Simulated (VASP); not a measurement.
# LiMg6Mo in VASP: further runs

LiMg6Mo is run at these levels: BLYP, r2SCAN+rVV10; tasks: single point.

Everything below comes from runs of VASP 6.6.1. Logs are shortened: lines on timing, memory, paths and dates and some standing lists are left out, and cuts for length are marked.

### Step 1. The cell of the first run

The typed cell holds 8 atoms: a = 4.293 Å, b = 6.220 Å, c = 6.293 Å, α = 87.01°, β = 89.64°, γ = 90.20°.

### Step 2. Single point, BLYP

INCAR

```
PREC = Accurate
ENCUT = 520
EDIFF = 1E-6
ISMEAR = 1
SIGMA = 0.1
LREAL = False
LASPH = True
NELM = 60
ALGO = Fast
ISIF = 2
LWAVE = False
LCHARG = False
GGA = B5
ALDAX = 1.0
AGGAX = 1.0
AGGAC = 1.0
ALDAC = 0.0
NBANDS = 24
```

KPOINTS

```
regular mesh
0
Gamma
  6 5 5
```

POSCAR

```
LiMg6Mo
1.0
    4.2925213410     -0.0156219048      0.0043413880
   -0.0109482005      4.2806947313      4.5122239446
    0.0196887267     -4.3334266388      4.5635860605
Mo Mg Li
1 6 1
Direct
    0.0000000000      0.1226350000      0.1226350000
    0.5000000000      0.3540820000      0.3540820000
    0.5000000000      0.8929720000      0.8929720000
    0.5000000000      0.3674410000      0.8804880000
    0.5000000000      0.8804880000      0.3674410000
    0.0000000000      0.1282850000      0.6225930000
    0.0000000000      0.6225930000      0.1282850000
    0.0000000000      0.6315080000      0.6315080000
```

Potentials or basis: VASP PAW PBE potentials, release 64 (Mo_sv, Mg, Li_sv).

Run with:

```sh
> cat potpaw_PBE.64/Mo_sv/POTCAR potpaw_PBE.64/Mg/POTCAR potpaw_PBE.64/Li_sv/POTCAR > POTCAR
> mpirun -np 1 vasp_std > vasp.out
```

OUTCAR:

```text
PREC = Accurate
   ENCUT = 520
   EDIFF = 1E-6
   ISMEAR = 1
   LREAL = False
   LASPH = True
   NELM = 60
   ISIF = 2
   GGA = B5

 ion  position               nearest neighbor table
   1  0.000  0.123  0.123-   3 2.99   4 2.99   5 2.99   3 2.99   2 3.00   2 3.01   4 3.01   5 3.01
                             7 3.11   7 3.11   6 3.15   6 3.15
   2  0.500  0.354  0.354-   5 2.94   4 2.98   1 3.00   1 3.01   7 3.02   6 3.02   7 3.04   6 3.04
                             5 3.28   4 3.32
   3  0.500  0.893  0.893-   4 2.95   5 2.98   1 2.99   1 2.99   7 3.05   6 3.05   7 3.07   6 3.07
                             4 3.27   5 3.31
   4  0.500  0.367  0.880-   3 2.95   2 2.98   1 2.99   1 3.01   8 3.07   8 3.09   6 3.11   6 3.12
                             7 3.13   7 3.14   3 3.27   2 3.32
   5  0.500  0.880  0.367-   2 2.94   3 2.98   1 2.99   1 3.01   8 3.07   8 3.09   7 3.11   7 3.12
                             6 3.13   6 3.14   2 3.28   3 3.31
   6  0.000  0.128  0.623-   2 3.02   2 3.04   3 3.05   3 3.07   8 3.09   4 3.11   4 3.12   5 3.13
                             5 3.14   1 3.15   1 3.15
   7  0.000  0.623  0.128-   2 3.02   2 3.04   3 3.05   3 3.07   1 3.11   5 3.11   1 3.11   5 3.12
                             8 3.12   4 3.13   4 3.14
   8  0.000  0.632  0.632-   4 3.07   5 3.07   6 3.09   4 3.09   5 3.09   7 3.12

  LATTYP: Found a triclinic cell.
 ALAT       =     7.5952121929
 B/A-ratio  =     0.5651655087
 C/A-ratio  =     0.8188970834
 COS(alpha) =     0.0035312517
 COS(beta)  =     0.0452140660
 COS(gamma) =     0.5598891911

  Lattice vectors:

 A1 = (   4.2728326143,   4.3178047340,  -4.5592446725)
 A2 = (   4.2925213410,  -0.0156219048,   0.0043413880)
 A3 = (   0.0109482005,  -4.2806947313,  -4.5122239446)

Analysis of symmetry for initial positions (statically):
=====================================================================
 Subroutine PRICEL returns:
 Original cell was already a primitive cell.

 Routine SETGRP: Setting up the symmetry group for a
 triclinic supercell.

 Subroutine GETGRP returns: Found  1 space group operations
 (whereof  1 operations were pure point group operations)
 out of a pool of  2 trial point group operations.

The static configuration has the point symmetry C_1 .

Analysis of symmetry for dynamics (positions and initial velocities):
=====================================================================
[... 127 lines left out ...]
   NFREE  =      0    steps in history (QN), initial steepest desc. (CG)
   ISIF   =      2    stress and relaxation
   ISYM   =      2    0-nonsym 1-usesym 2-fastsym
   POTIM  = 0.5000    time-step for ionic-motion
   TEBEG  =    0.0;   TEEND  =   0.0 temperature during run
   PSTRESS=    0.0 pullay stress
   NELECT =      29.0000    total number of electrons
   NUPDOWN=      -1.0000    fix difference up-down
   EMIN   =  10.00;   EMAX   =-10.00  energy-range for DOS
   EFERMI =   0.00;   METHOD = LEGACY
   ISMEAR =     1;   SIGMA  =   0.10  broadening in eV -4-tet -1-fermi 0-gaus
   EFERMI_NEDOS =   21; number of points for ismear=-14 and -15
   IALGO  =     68    algorithm
   IMIX   =      4    mixing-type and parameters
     AMIX     =   0.40;   BMIX     =  1.00
     AMIX_MAG =   1.60;   BMIX_MAG =  1.00
  volume/ion in A,a.u.               =      20.97       141.54
  Fermi-wavevector in a.u.,A,eV,Ry     =   0.911916  1.723272 11.314483  0.831591
  Thomas-Fermi vector in A             =   2.036251
   LORBIT       =      0    0 simple, 1 ext, 2 COOP (PROOUT), +10 PAW based schemes
   GGA     = B5    functional components
   LHFCALC =     F    Hartree Fock is set to
   AEXX    =    0.0000 exact exchange contribution
   IVDW    =     0    specifies the selected vdW correction
   LEPSILON=     F    determine dielectric tensor
   LRPA    =     F    only Hartree local field effects (RPA)
 non-spin polarized calculation
 RMM-DIIS sequential band-by-band and
 Methfessel and Paxton  Order N= 1 SIGMA  =   0.10
  energy-cutoff  :      520.00
  volume of cell :      167.79
 maximum number of plane-waves:      4545
   NGX = 15   NGY = 23   NGZ = 23

 number of electron      29.0000002 magnetization

 Free energy of the ion-electron system (eV)
  ---------------------------------------------------
  ext. energy  EPLUGINS =         0.00000000
  ---------------------------------------------------
  free energy    TOTEN  =       -14.81410334 eV

  energy without entropy =      -14.81404060  energy(sigma->0) =      -14.81408243

 E-fermi :   3.6395     XC(G=0):  -8.4516

 val. band max:        3.6384412426   @ k =   0.0000   0.2000  -0.0000
 cond. band min:       3.6478937028   @ k =   0.5000  -0.4000   0.4000
 fundamental gap:      0.0094524602
 Fermi energy:         3.6395013464

 k-point     1 :       0.0000    0.0000    0.0000
  band No.  band energies     occupation
      1     -56.4589      2.00000
      2     -43.8920      2.00000
      3     -30.6902      2.00000
      4     -30.6534      2.00000
      5     -30.6401      2.00000
      6      -2.8791      2.00000
[... 637 lines left out ...]
     23       8.0404      0.00000
     24       8.3028      0.00000

 [... further k-points ...]

------------------------ aborting loop because EDIFF is reached ----------------------------------------

  FORCE on cell =-STRESS in cart. coord.  units (eV):
  Direction    XX          YY          ZZ          XY          YZ          ZX
  --------------------------------------------------------------------------------------
  -------------------------------------------------------------------------------------
  Total        0.3147442     -1.2724397     -2.2216579      0.3354324      0.4579892     -0.0769904
  in kB        3.0054568    -12.1503844    -21.2143623      3.2030063      4.3732881     -0.7351729
  external PRESSURE =     -10.1197633 kB  Pullay stress =       0.0000000 kB

 VOLUME and BASIS-vectors are now :
 -----------------------------------------------------------------------------
  energy-cutoff  :      520.00
  volume of cell :      167.79
      direct lattice vectors                 reciprocal lattice vectors
     4.292521341 -0.015621905  0.004341388     0.232966547  0.000827258 -0.000219554
    -0.010948200  4.280694731  4.512223945     0.000312771  0.116750577  0.110861041
     0.019688727 -4.333426639  4.563586060    -0.000530874 -0.115437363  0.109512805

 POSITION                                       TOTAL-FORCE (eV/Angst)
 -----------------------------------------------------------------------------------
      0.00107     -0.00647      1.11301        -0.000359      0.000103      0.033273
      2.14936     -0.02648      3.21575        -0.000856      0.015872     -0.145249
      2.15407     -0.05490      8.10661         0.000801     -0.015808      0.156041
      2.15957     -2.25044      5.67833        -0.000582     -0.136648      0.026025
      2.14386      2.16901      5.65198         0.000172      0.135458     -0.007761
      0.01085     -2.14881      3.42011        -0.001435     -0.035554     -0.009515
     -0.00429      2.10922      3.39472         0.001716      0.038289     -0.012161
      0.00552     -0.03330      5.73145         0.000544     -0.001712     -0.040653
 -----------------------------------------------------------------------------------
    total drift:                               -0.000063      0.000169     -0.000369

  FREE ENERGIE OF THE ION-ELECTRON SYSTEM (eV)
  ---------------------------------------------------
  free  energy   TOTEN  =       -14.8141033421 eV

  energy  without entropy=      -14.8140405977  energy(sigma->0) =      -14.81408243
```

OSZICAR:

```text
N       E                     dE             d eps       ncg     rms          rms(c)
DAV:   1     0.100898672947E+03    0.10090E+03   -0.13214E+04  4528   0.100E+03
DAV:   2    -0.726480664880E+01   -0.10816E+03   -0.10196E+03  4368   0.203E+02
DAV:   3    -0.150378988884E+02   -0.77731E+01   -0.74646E+01  6128   0.348E+01
DAV:   4    -0.153667289922E+02   -0.32883E+00   -0.32605E+00  4752   0.665E+00
DAV:   5    -0.153723223818E+02   -0.55934E-02   -0.55916E-02  5304   0.853E-01    0.557E+00
RMM:   6    -0.149096840900E+02    0.46264E+00   -0.80660E-01  3861   0.461E+00    0.204E+00
RMM:   7    -0.148614226599E+02    0.48261E-01   -0.22610E-01  4533   0.167E+00    0.174E+00
RMM:   8    -0.148152140668E+02    0.46209E-01   -0.16688E-01  4639   0.178E+00    0.848E-01
RMM:   9    -0.148141204681E+02    0.10936E-02   -0.29281E-02  4795   0.988E-01    0.231E-01
RMM:  10    -0.148139224781E+02    0.19799E-03   -0.52086E-03  5512   0.335E-01    0.552E-02
RMM:  11    -0.148140901941E+02   -0.16772E-03   -0.17167E-03  5624   0.185E-01    0.574E-02
RMM:  12    -0.148140693975E+02    0.20797E-04   -0.38790E-04  5642   0.100E-01    0.745E-03
RMM:  13    -0.148140882285E+02   -0.18831E-04   -0.17602E-04  6134   0.526E-02    0.392E-03
RMM:  14    -0.148140967065E+02   -0.84780E-05   -0.74720E-05  6034   0.313E-02    0.142E-03
RMM:  15    -0.148141007020E+02   -0.39955E-05   -0.32675E-05  5194   0.210E-02    0.916E-04
RMM:  16    -0.148141025046E+02   -0.18027E-05   -0.14664E-05  4780   0.151E-02    0.535E-04
RMM:  17    -0.148141033421E+02   -0.83747E-06   -0.62494E-06  4171   0.115E-02
   1 F= -.14814103E+02 E0= -.14814082E+02  d E =-.627444E-04
```

stdout:

```text
POSCAR found type information on POSCAR MoMgLi
 POSCAR found :  3 types and       8 ions
 scaLAPACK will be used
 -----------------------------------------------------------------------------
|                                                                             |
|                                                                             |
|     You enforced a specific xc type in the INCAR file but a different       |
|     I HOPE YOU KNOW WHAT YOU ARE DOING!                                     |
|                                                                             |
 -----------------------------------------------------------------------------

 LDA part: xc-table for (Slater(with rela. corr.)+VWN5), standard interpolation
 POSCAR, INCAR and KPOINTS ok, starting setup
 FFT: planning ... GRIDC
 FFT: planning ... GRID_SOFT
 FFT: planning ... GRID
 WAVECAR not read
 entering main loop
WARNING in EDDRMM: call to ZHEGV failed, returncode =   6  3      6
WARNING in EDDRMM: call to ZHEGV failed, returncode =   8  4     17
WARNING in EDDRMM: call to ZHEGV failed, returncode =   6  3     16
```

It took 4.6 min on 1 thread of Intel Xeon Platinum 8488C (Sapphire Rapids), shared host; peak memory 0.45 GiB.

Results:

```
Free energy            : -14.8141 eV
Largest force          : 0.157 eV/Å
Band gap on the k mesh : zero (an odd number of electrons rules out a gap without spin polarisation)
```

Forces on the atoms (eV/Å):
```
Mo   0.000  0.000  0.033
Mg  -0.001  0.016 -0.145
Mg   0.001 -0.016  0.156
Mg  -0.001 -0.137  0.026
Mg   0.000  0.135 -0.008
Mg  -0.001 -0.036 -0.010
Mg   0.002  0.038 -0.012
Li   0.001 -0.002 -0.041
```

Caveat: the cutoff is under 1.25 times the usual one of these potentials, so pressure, stress and relaxed cells hold a basis-set (Pulay) error; the PAW data sets were made with another functional, which shifts forces and pressure a little.

### Step 3. Single point, BLYP

This run uses another cell than the first one, of 21.38 Å³/atom.

INCAR

```
PREC = Accurate ; ENCUT = 520
EDIFF = 1E-6 ; ISMEAR = 1
SIGMA = 0.1 ; LREAL = F
LASPH = T ; NELM = 100
ALGO = Fast ; ISIF = 2
LWAVE = F ; LCHARG = T
GGA = B5 ; ALDAX = 1.0
AGGAX = 1.0 ; AGGAC = 1.0
ALDAC = 0.0 ; LELF = T
LVHAR = T ; NBANDS = 24
```

KPOINTS

```
Automatic mesh
0
Gamma
  6 5 5
```

POSCAR, as its differences from that of step 2:

```diff
@@ -2,5 +2,5 @@
 1.0
-    4.2925213410     -0.0156219048      0.0043413880
-   -0.0109482005      4.2806947313      4.5122239446
-    0.0196887267     -4.3334266388      4.5635860605
+    4.3198629784     -0.0157214101      0.0043690409
+   -0.0110179362      4.3079610380      4.5409649994
+    0.0198141360     -4.3610288265      4.5926542714
 Mo Mg Li
```

Potentials or basis: VASP PAW PBE potentials, release 64 (Mo_sv, Mg, Li_sv).

Run with:

```sh
> cat potpaw_PBE.64/Mo_sv/POTCAR potpaw_PBE.64/Mg/POTCAR potpaw_PBE.64/Li_sv/POTCAR > POTCAR
> mpirun -np 1 vasp_std > vasp.out
```

OUTCAR:

```text
PREC = Accurate
   ENCUT = 520
   EDIFF = 1E-6
   ISMEAR = 1
   LREAL = F
   LASPH = T
   NELM = 100
   ISIF = 2
   GGA = B5

 ion  position               nearest neighbor table
   1  0.000  0.123  0.123-   3 3.01   4 3.01   5 3.01   3 3.01   2 3.02   2 3.03   4 3.03   5 3.03
                             7 3.13   7 3.13   6 3.17   6 3.17
   2  0.500  0.354  0.354-   5 2.96   4 3.00   1 3.02   1 3.03   7 3.04   6 3.04   7 3.06   6 3.06
                             5 3.30   4 3.34
   3  0.500  0.893  0.893-   4 2.97   5 3.00   1 3.01   1 3.01   7 3.07   6 3.07   7 3.09   6 3.09
                             4 3.29   5 3.33
   4  0.500  0.367  0.880-   3 2.97   2 3.00   1 3.01   1 3.03   8 3.09   8 3.11   6 3.13   6 3.14
[... 875 lines left out ...]
  external PRESSURE =     -17.9054804 kB  Pullay stress =       0.0000000 kB

 VOLUME and BASIS-vectors are now :
 -----------------------------------------------------------------------------
  energy-cutoff  :      520.00
  volume of cell :      171.01
      direct lattice vectors                 reciprocal lattice vectors
     4.319862978 -0.015721410  0.004369041     0.231492036  0.000822022 -0.000218164
    -0.011017936  4.307961038  4.540964999     0.000310791  0.116011629  0.110159370
     0.019814136 -4.361028827  4.592654271    -0.000527514 -0.114706727  0.108819667

 POSITION                                       TOTAL-FORCE (eV/Angst)
 -----------------------------------------------------------------------------------
      0.00108     -0.00651      1.12010        -0.000326      0.000079      0.032852
      2.16305     -0.02665      3.23623        -0.000538      0.015392     -0.186150
      2.16779     -0.05525      8.15825         0.000494     -0.015266      0.196412
      2.17333     -2.26477      5.71450        -0.001536     -0.179600      0.024964
      2.15751      2.18283      5.68798         0.001139      0.178507     -0.008413
      0.01092     -2.16250      3.44189        -0.001382     -0.035005     -0.009432
     -0.00432      2.12265      3.41634         0.001618      0.037639     -0.012030
      0.00555     -0.03351      5.76795         0.000532     -0.001747     -0.038203
 -----------------------------------------------------------------------------------
    total drift:                                0.000009      0.000078     -0.000537

  FREE ENERGIE OF THE ION-ELECTRON SYSTEM (eV)
  ---------------------------------------------------
  free  energy   TOTEN  =       -14.7863119593 eV

  energy  without entropy=      -14.7862312225  energy(sigma->0) =      -14.78628505
```

Wall time 4.7 min (1 thread of Intel Xeon Platinum 8488C (Sapphire Rapids), shared host); peak memory 0.46 GiB.

Results:

```yaml
Free_energy: -14.7863 eV
Largest_force: 0.197 eV/Å
Band_gap_on_the_k_mesh: zero (an odd number of electrons rules out a gap without spin polarisation)
```

Forces on the atoms (eV/Å):
```
Mo   0.000  0.000  0.033
Mg  -0.001  0.015 -0.186
Mg   0.000 -0.015  0.196
Mg  -0.002 -0.180  0.025
Mg   0.001  0.179 -0.008
Mg  -0.001 -0.035 -0.009
Mg   0.002  0.038 -0.012
Li   0.001 -0.002 -0.038
```

Caveat: the cutoff is under 1.25 times the usual one of these potentials, so pressure, stress and relaxed cells hold a basis-set (Pulay) error; the PAW data sets were made with another functional, which shifts forces and pressure a little.

### Step 4. Single point, r2SCAN+rVV10

This run uses another cell than the first one, of 20.17 Å³/atom.

POSCAR, as its differences from that of step 3:

```diff
@@ -2,5 +2,5 @@
 1.0
-    4.3198629784     -0.0157214101      0.0043690409
-   -0.0110179362      4.3079610380      4.5409649994
-    0.0198141360     -4.3610288265      4.5926542714
+    4.3393720000      0.0000000000      0.0000000000
+    0.0000000000      4.2551420000      4.3687130000
+    0.0000000000     -4.2551420000      4.3687130000
 Mo Mg Li
```

INCAR.step1

```
PREC     = Accurate       # precision mode
ENCUT    = 520            # plane-wave cutoff, eV
ISMEAR   = 1              # smearing method
SIGMA    = 0.1            # smearing width, eV
LREAL    = F              # projectors in reciprocal space
LASPH    = T              # aspherical terms in the spheres
NELM     = 60             # most SCF steps
NBANDS   = 24             # bands
GGA      = PE             # functional
ALGO     = Normal         # electronic algorithm
EDIFF    = 1E-4           # SCF threshold, eV
LWAVE    = T              # write WAVECAR
LCHARG   = F              # write CHGCAR
```

INCAR.step2

```
PREC     = Accurate       # precision mode
ENCUT    = 520            # plane-wave cutoff, eV
EDIFF    = 1E-6           # SCF threshold, eV
ISMEAR   = 1              # smearing method
SIGMA    = 0.1            # smearing width, eV
LREAL    = F              # projectors in reciprocal space
LASPH    = T              # aspherical terms in the spheres
NELM     = 60             # most SCF steps
ALGO     = Normal         # electronic algorithm
ISIF     = 2              # what is computed and relaxed
LWAVE    = F              # write WAVECAR
LCHARG   = F              # write CHGCAR
METAGGA  = R2SCAN         # meta-GGA
LMIXTAU  = T            
LUSE_VDW = T            
IVDW_NL  = 2            
BPARAM   = 11.95        
CPARAM   = 0.0093       
NBANDS   = 24             # bands
ISTART   = 1
```

KPOINTS

```
regular mesh
0
Gamma
  6 5 5
```

Run with:

```sh
> cat potpaw_PBE.64/Mo_sv/POTCAR potpaw_PBE.64/Mg/POTCAR potpaw_PBE.64/Li_sv/POTCAR > POTCAR
> cp INCAR.step1 INCAR
> mpirun -np 1 vasp_std > vasp.out
> cp INCAR.step2 INCAR
> mpirun -np 1 vasp_std > vasp.out
```

It took 15 min on 1 thread of Intel Xeon 8259CL, shared host; peak memory 0.64 GiB.

It converged, with:

```yaml
Free_energy: -50.9811 eV
Largest_force: 0.104 eV/Å
Band_gap_on_the_k_mesh: zero (an odd number of electrons rules out a gap without spin polarisation)
```

Forces on the atoms (eV/Å):
```
Mo   0.000  0.000  0.035
Mg   0.000  0.000  0.028
Mg   0.000  0.000  0.014
Mg   0.000 -0.047  0.020
Mg   0.000  0.047  0.020
Mg   0.000 -0.031 -0.006
Mg   0.000  0.031 -0.006
Li   0.000  0.000 -0.104
```

Levels at points of the mesh, in eV from the Fermi level:
| k point | band 11 | band 12 | band 13 | band 14 | band 15 | band 16 | band 17 | band 18 |
| --- | --- | --- | --- | --- | --- | --- | --- | --- |
| (0.00, 0.00, 0.00) | -0.88 | -0.58 | -0.57 | -0.52 | 0.38 | 0.47 | 0.67 | 0.76 |
| (0.50, 0.00, 0.00) | -1.90 | -1.12 | -1.05 | -1.03 | -0.55 | 0.64 | 0.89 | 1.20 |

Caveat: the cutoff is under 1.25 times the usual one of these potentials, so pressure, stress and relaxed cells hold a basis-set (Pulay) error; the PAW data sets were made with another functional, which shifts forces and pressure a little.

### Step 5. Overview

```tsv
level	cell	gap on the mesh (eV)	largest force (eV/Å)
BLYP	a = 4.293, b = 6.220, c = 6.293 Å, angles 87.0, 89.6, 90.2°, 8 atoms	none	0.16
BLYP	a = 4.320, b = 6.259, c = 6.333 Å, angles 87.0, 89.6, 90.2°, 8 atoms	none	0.20
r2SCAN+rVV10	a = 4.339, b = 6.099, c = 6.099 Å, angles 88.5, 90.0, 90.0°, 8 atoms	none	0.10
```

Alike in all rows: task single point; potentials or basis VASP PAW PBE potentials, release 64 (Mo_sv, Mg, Li_sv); no spin polarisation; k mesh 6 × 5 × 5; cutoff (eV) 520; smearing methfessel-paxton 0.1 eV.

Caveats: the cutoff is under 1.25 times the usual one of these potentials, so pressure, stress and relaxed cells hold a basis-set (Pulay) error; the PAW data sets were made with another functional, which shifts forces and pressure a little.

Total energies depend on the potentials used, so only differences within one code and one set of settings carry meaning.
